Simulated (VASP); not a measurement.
# Ni (P6_3/mmc) in VASP: a series of runs

Aim: see how the results for Ni move with the level of theory and the settings. Levels: LDA, PBEsol+D3(BJ). Tasks: single point.

Everything below comes from runs of VASP 6.6.1. Logs are shortened: lines on timing, memory, paths and dates and some standing lists are left out, and cuts for length are marked.

**1. The cell of the first run**

The structure is hexagonal, space group P6_3/mmc (No. 194). The conventional cell has a = 2.421 Å, b = 2.421 Å, c = 3.969 Å, α = 90.00°, β = 90.00°, γ = 120.00°. Ni (site symmetry -6m2) has 12 Ni at 2.42 to 2.43 Å within 3.2 Å.

**2. Single point, LDA, collinear spin, ferromagnetic start**

File INCAR:

```
SYSTEM = Ni
ALGO = Normal ; EDIFF = 1E-7
ENCUT = 520 ; ISIF = 2
ISMEAR = -1 ; ISPIN = 2
LASPH = .TRUE. ; LCHARG = .FALSE.
LMAXMIX = 4 ; LORBIT = 11
LREAL = .FALSE. ; LWAVE = .FALSE.
MAGMOM = 1.5 1.5 ; NBANDS = 21
NELM = 150 ; PREC = Accurate
SIGMA = 0.1
```

File KPOINTS:

```
k-points
0
G
  14 14 7
  0 0 0
```

File POSCAR:

```
Ni
1.0
    2.4208997590     -0.0000002855      0.0000000000
   -1.2104496323      2.0965608341      0.0000000000
    0.0000000000      0.0000000000      3.9694858294
Ni
2
Direct
    0.3333333333      0.6666666667      0.2500000000
    0.6666666667      0.3333333333      0.7500000000
```

Potentials or basis: VASP PAW LDA potentials, release 64 (Ni).

Started as:

```bash
$ cat potpaw_LDA.64/Ni/POTCAR > POTCAR
$ mpirun -np 1 vasp_std > vasp.out
```

OUTCAR:

```text
SYSTEM = Ni
   EDIFF = 1E-7
   ENCUT = 520
   ISIF = 2
   ISMEAR = -1
   ISPIN = 2
   LASPH = .TRUE.
   LORBIT = 11
   LREAL = .FALSE.
   NELM = 150
   PREC = Accurate

 ion  position               nearest neighbor table
   1  0.333  0.667  0.250-   2 2.43   2 2.43   2 2.43   2 2.43   2 2.43   2 2.43
   2  0.667  0.333  0.750-   1 2.43   1 2.43   1 2.43   1 2.43   1 2.43   1 2.43

  LATTYP: Found a hexagonal cell.
 ALAT       =     2.4208997590
 C/A-ratio  =     1.6396737678

  Lattice vectors:

 A1 = (   2.4208997590,  -0.0000002855,   0.0000000000)
 A2 = (  -1.2104496323,   2.0965608341,   0.0000000000)
 A3 = (   0.0000000000,   0.0000000000,   3.9694858294)

Analysis of symmetry for initial positions (statically):
=====================================================================
 Subroutine PRICEL returns:
 Original cell was already a primitive cell.

 Routine SETGRP: Setting up the symmetry group for a
 hexagonal supercell.

 Subroutine GETGRP returns: Found 24 space group operations
 (whereof 12 operations were pure point group operations)
 out of a pool of 24 trial point group operations.

The static configuration has the point symmetry D_3d.
 The point group associated with its full space group is D_6h.

Analysis of symmetry for dynamics (positions and initial velocities):
=====================================================================
 Subroutine PRICEL returns:
 Original cell was already a primitive cell.

 Routine SETGRP: Setting up the symmetry group for a
 hexagonal supercell.

 Subroutine GETGRP returns: Found 24 space group operations
 (whereof 12 operations were pure point group operations)
 out of a pool of 24 trial point group operations.

The dynamic configuration has the point symmetry D_3d.
 The point group associated with its full space group is D_6h.

Analysis of structural, dynamic, and magnetic symmetry:
=====================================================================
 Subroutine PRICEL returns:
 Original cell was already a primitive cell.

 Routine SETGRP: Setting up the symmetry group for a
 hexagonal supercell.

 Subroutine GETGRP returns: Found 24 space group operations
 (whereof 12 operations were pure point group operations)
 out of a pool of 24 trial point group operations.

The overall configuration has the point symmetry D_3d.
 The point group associated with its full space group is D_6h.

 Subroutine INISYM returns: Found 24 space group operations
 (whereof 12 operations are pure point group operations),
 and found     1 'primitive' translations

----------------------------------------------------------------------------------------

                                     Primitive cell

  volume of cell :      20.1474

  direct lattice vectors                    reciprocal lattice vectors
     2.420899759 -0.000000286  0.000000000     0.413069589  0.238485773  0.000000000
    -1.210449632  2.096560834  0.000000000     0.000000056  0.476971644  0.000000000
     0.000000000  0.000000000  3.969485829     0.000000000  0.000000000  0.251921796

  length of vectors
     2.420899759  2.420899759  3.969485829     0.476971644  0.476971644  0.251921796

  position of ions in fractional coordinates (direct lattice)
     0.333333333  0.666666667  0.250000000
     0.666666667  0.333333333  0.750000000

  ion indices of the primitive-cell ions
   primitive index   ion index
                 1           1
                 2           2

----------------------------------------------------------------------------------------

 KPOINTS: k-points

Automatic generation of k-mesh.
 Grid dimensions read from file:
 generate k-points for:   14   14    7

 Generating k-lattice:

  Cartesian coordinates                     Fractional coordinates (reciprocal lattice)
     0.029504971  0.017034698  0.000000000     0.071428571  0.000000000  0.000000000
     0.000000004  0.034069403  0.000000000    -0.000000000  0.071428571  0.000000000
     0.000000000  0.000000000  0.035988828     0.000000000  0.000000000  0.142857143

  Length of vectors
     0.034069403  0.034069403  0.035988828

  Shift w.r.t. Gamma in fractional coordinates (k-lattice)
     0.000000000  0.000000000  0.000000000

 Subroutine IBZKPT returns following result:
 ===========================================

 Found     96 irreducible k-points:

 Following reciprocal coordinates:
            Coordinates               Weight
  0.000000  0.000000  0.000000      1.000000
  0.071429 -0.000000  0.000000      6.000000
  0.142857  0.000000  0.000000      6.000000
  0.214286  0.000000  0.000000      6.000000
  0.285714 -0.000000  0.000000      6.000000
  0.357143  0.000000  0.000000      6.000000
[... 16 lines left out ...]
  0.285714  0.285714  0.000000      6.000000
  0.357143  0.285714  0.000000      6.000000
 [... further k-points ...]
   k-points           NKPTS =     96   k-points in BZ     NKDIM =     96   number of bands    NBANDS=     21
   number of dos      NEDOS =    301   number of ions     NIONS =      2
   total plane-waves  NPLWV =   9720
   dimension x,y,z NGX =    18 NGY =   18 NGZ =   30
   dimension x,y,z NGXF=    36 NGYF=   36 NGZF=   60
   ions per type =               2
   NGX,Y,Z   is equivalent  to a cutoff of  12.36, 12.36, 12.56 a.u.
   NGXF,Y,Z  is equivalent  to a cutoff of  24.72, 24.72, 25.13 a.u.
 SYSTEM =  Ni
   PREC   = accura    normal or accurate (medium, high low for compatibility)
   ISTART =      0    job   : 0-new  1-cont  2-samecut
   ICHARG =      2    charge: 1-file 2-atom 10-const
   ISPIN  =      2    spin polarized calculation?
   LNONCOLLINEAR =      F non collinear calculations
   LSORBIT =      F    spin-orbit coupling
   LASPH  =      T    aspherical Exc in radial PAW
   ENCUT  =  520.0 eV  38.22 Ry    6.18 a.u.   4.50  4.50  7.38*2*pi/ulx,y,z
   NELM   =    150;   NELMIN=  2; NELMDL= -5     # of ELM steps
   EDIFF  = 0.1E-06   stopping-criterion for ELM
   LREAL  =      F    real-space projection
   EDIFFG = 0.1E-05   stopping-criterion for IOM
   NSW    =      0    number of steps for IOM
   IBRION =     -1    ionic relax: 0-MD 1-quasi-New 2-CG
   NFREE  =      0    steps in history (QN), initial steepest desc. (CG)
   ISIF   =      2    stress and relaxation
   ISYM   =      2    0-nonsym 1-usesym 2-fastsym
   POTIM  = 0.5000    time-step for ionic-motion
   TEBEG  =    0.0;   TEEND  =   0.0 temperature during run
   PSTRESS=    0.0 pullay stress
   NELECT =      20.0000    total number of electrons
   NUPDOWN=      -1.0000    fix difference up-down
   EMIN   =  10.00;   EMAX   =-10.00  energy-range for DOS
   EFERMI =   0.00;   METHOD = LEGACY
   ISMEAR =    -1;   SIGMA  =   0.10  broadening in eV -4-tet -1-fermi 0-gaus
   EFERMI_NEDOS =   21; number of points for ismear=-14 and -15
   IALGO  =     38    algorithm
   IMIX   =      4    mixing-type and parameters
     AMIX     =   0.40;   BMIX     =  1.00
     AMIX_MAG =   1.60;   BMIX_MAG =  1.00
  volume/ion in A,a.u.               =      10.07        67.98
  Fermi-wavevector in a.u.,A,eV,Ry     =   1.633097  3.086106 36.286819  2.667006
  Thomas-Fermi vector in A             =   2.724959
   LORBIT       =     11    0 simple, 1 ext, 2 COOP (PROOUT), +10 PAW based schemes
   GGA     = CA    functional components
   LHFCALC =     F    Hartree Fock is set to
   AEXX    =    0.0000 exact exchange contribution
   IVDW    =     0    specifies the selected vdW correction
   LEPSILON=     F    determine dielectric tensor
   LRPA    =     F    only Hartree local field effects (RPA)
 spin polarized calculation
  energy-cutoff  :      520.00
  volume of cell :       20.15
 maximum number of plane-waves:       559
 NGX is ok and might be reduce to    18
   NGX =  9   NGY =  9   NGZ = 15

 number of electron      19.9999972 magnetization       1.0884293

 Free energy of the ion-electron system (eV)
  ---------------------------------------------------
  ext. energy  EPLUGINS =         0.00000000
  ---------------------------------------------------
  free energy    TOTEN  =       -13.16999342 eV

  energy without entropy =      -13.04715106  energy(sigma->0) =      -13.10857224

 E-fermi :  10.1797     XC(G=0): -14.0734

 val. band max:       10.1768840751   @ k =   0.3571   0.0714   0.1429
 cond. band min:      10.1833464596   @ k =   0.3571   0.1429   0.4286
 fundamental gap:      0.0064623845
 Fermi energy:        10.1797389953

 spin component 1

 k-point     1 :       0.0000    0.0000    0.0000
  band No.  band energies     occupation
      1       0.6398      1.00000
      2       4.9683      1.00000
      3       7.6519      1.00000
      4       7.7546      1.00000
      5       7.7546      1.00000
      6       8.0604      1.00000
[... 13 lines left out ...]
     20      37.4499      0.00000
     21      42.3412      0.00000

 k-point     2 :       0.0714   -0.0000    0.0000
  band No.  band energies     occupation
      1       0.8282      1.00000
      2       5.0869      1.00000
      3       7.5206      1.00000
      4       7.8412      1.00000
      5       7.8605      1.00000
      6       8.0168      1.00000
[... 13 lines left out ...]
     20      39.5032      0.00000
     21      40.2080      0.00000

 k-point     3 :       0.1429    0.0000    0.0000
  band No.  band energies     occupation
      1       1.3804      1.00000
      2       5.4021      1.00000
      3       7.2954      1.00000
      4       7.6791      1.00000
      5       7.8549      1.00000
      6       8.0900      1.00000
[... 13 lines left out ...]
     20      40.1765      0.00000
     21      41.0290      0.00000
[... 457 lines left out ...]
 k-point    23 :       0.2857    0.2857    0.0000
  band No.  band energies     occupation
      1       6.0143      1.00000
      2       6.0729      1.00000
      3       6.3704      1.00000
      4       6.4750      1.00000
      5       7.3932      1.00000
      6       7.6603      1.00000
[... 13 lines left out ...]
     20      44.0639      0.00000
     21      45.9234      0.00000

 k-point    24 :       0.3571    0.2857    0.0000
  band No.  band energies     occupation
      1       6.0122      1.00000
      2       6.2065      1.00000
      3       6.2916      1.00000
      4       6.6106      1.00000
      5       7.4366      1.00000
      6       7.5350      1.00000
[... 13 lines left out ...]
     20      44.5328      0.00000
     21      47.2897      0.00000

 [... further k-points ...]

 spin component 2

 k-point     1 :       0.0000    0.0000    0.0000
  band No.  band energies     occupation
      1       0.6840      1.00000
      2       5.2930      1.00000
      3       8.1809      1.00000
      4       8.2732      1.00000
      5       8.2732      1.00000
      6       8.5938      1.00000
[... 13 lines left out ...]
     20      37.5785      0.00000
     21      42.4251      0.00000

 k-point     2 :       0.0714   -0.0000    0.0000
  band No.  band energies     occupation
      1       0.8726      1.00000
      2       5.4166      1.00000
      3       8.0346      1.00000
      4       8.3624      1.00000
      5       8.3905      1.00000
      6       8.5468      1.00000
[... 13 lines left out ...]
     20      39.6167      0.00000
     21      40.3079      0.00000

 k-point     3 :       0.1429    0.0000    0.0000
  band No.  band energies     occupation
      1       1.4262      1.00000
      2       5.7471      1.00000
      3       7.7912      1.00000
      4       8.0391      1.00000
      5       8.3755      1.00000
      6       8.6187      1.00000
[... 13 lines left out ...]
     20      40.3023      0.00000
     21      41.1298      0.00000
[... 457 lines left out ...]
 k-point    23 :       0.2857    0.2857    0.0000
  band No.  band energies     occupation
      1       6.3896      1.00000
      2       6.4272      1.00000
      3       6.7669      1.00000
      4       6.8102      1.00000
      5       7.8676      1.00000
      6       8.1342      1.00000
[... 13 lines left out ...]
     20      44.1494      0.00000
     21      46.0550      0.00000

 k-point    24 :       0.3571    0.2857    0.0000
  band No.  band energies     occupation
      1       6.4298      1.00000
      2       6.5579      1.00000
      3       6.6799      1.00000
      4       6.9453      1.00000
      5       7.9097      1.00000
      6       8.0033      1.00000
[... 13 lines left out ...]
     20      44.6204      0.00000
     21      47.3746      0.00000

 [... further k-points ...]
[... 5 lines left out ...]
  --------------------------------------------------------------------------------------
  -------------------------------------------------------------------------------------
  Total       -0.0250291     -0.0250291     -0.0178728      0.0000000     -0.0000000      0.0000000
  in kB       -1.9903848     -1.9903848     -1.4212967      0.0000000     -0.0000000      0.0000000
  external PRESSURE =      -1.8006888 kB  Pullay stress =       0.0000000 kB

 VOLUME and BASIS-vectors are now :
 -----------------------------------------------------------------------------
  energy-cutoff  :      520.00
  volume of cell :       20.15
      direct lattice vectors                 reciprocal lattice vectors
     2.420899759 -0.000000286  0.000000000     0.413069589  0.238485773  0.000000000
    -1.210449632  2.096560834  0.000000000     0.000000056  0.476971644  0.000000000
     0.000000000  0.000000000  3.969485829     0.000000000  0.000000000  0.251921796

 POSITION                                       TOTAL-FORCE (eV/Angst)
 -----------------------------------------------------------------------------------
      0.00000      1.39771      0.99237         0.000000      0.000000      0.000000
      1.21045      0.69885      2.97711        -0.000000     -0.000000      0.000000
 -----------------------------------------------------------------------------------
    total drift:                               -0.000000     -0.000000     -0.000000

  FREE ENERGIE OF THE ION-ELECTRON SYSTEM (eV)
  ---------------------------------------------------
  free  energy   TOTEN  =       -13.1699934177 eV

  energy  without entropy=      -13.0471510600  energy(sigma->0) =      -13.10857224

 total charge

# of ion       s       p       d       tot
------------------------------------------
    1        0.532   0.567   8.369   9.468
    2        0.532   0.567   8.369   9.468
--------------------------------------------------
tot          1.063   1.134  16.739  18.936

 magnetization (x)

# of ion       s       p       d       tot
------------------------------------------
    1       -0.004  -0.017   0.566   0.544
    2       -0.004  -0.017   0.566   0.544
--------------------------------------------------
tot         -0.008  -0.035   1.131   1.088
```

Wall time 64 s (1 thread of Intel Xeon Platinum 8259CL at 2.50GHz (Skylake/Cascade Lake), shared host); peak memory 0.16 GiB.

What came out:

- Free energy: -13.1700 eV
- Pressure: -0.2 GPa
- Net moment: 1.09 μB per cell
- Site moments: Ni +0.54 μB
- Valence electrons inside the program's atomic spheres: Ni 9.47

Levels at points of the mesh, in eV from the Fermi level:
Spin up:
| k point | band 7 | band 8 | band 9 | band 10 | band 11 | band 12 | band 13 | band 14 | band 15 | band 16 |
| --- | --- | --- | --- | --- | --- | --- | --- | --- | --- | --- |
| (0.00, 0.00, 0.00) | -2.12 | -1.67 | -1.67 | -0.59 | -0.59 | -0.45 | 6.25 | 23.36 | 25.75 | 25.75 |
| (0.50, 0.00, 0.00) | -2.08 | -0.46 | -0.39 | -0.32 | 1.38 | 3.40 | 9.85 | 10.48 | 13.14 | 14.26 |
Spin down:
```tsv
k point	band 8	band 9	band 10	band 11	band 12	band 13
(0.00, 0.00, 0.00)	-1.12	-1.12	-0.42	-0.02	-0.02	6.59
(0.50, 0.00, 0.00)	0.13	0.20	0.28	1.77	3.73	10.01
```

(Continued in part 2 of 2.)
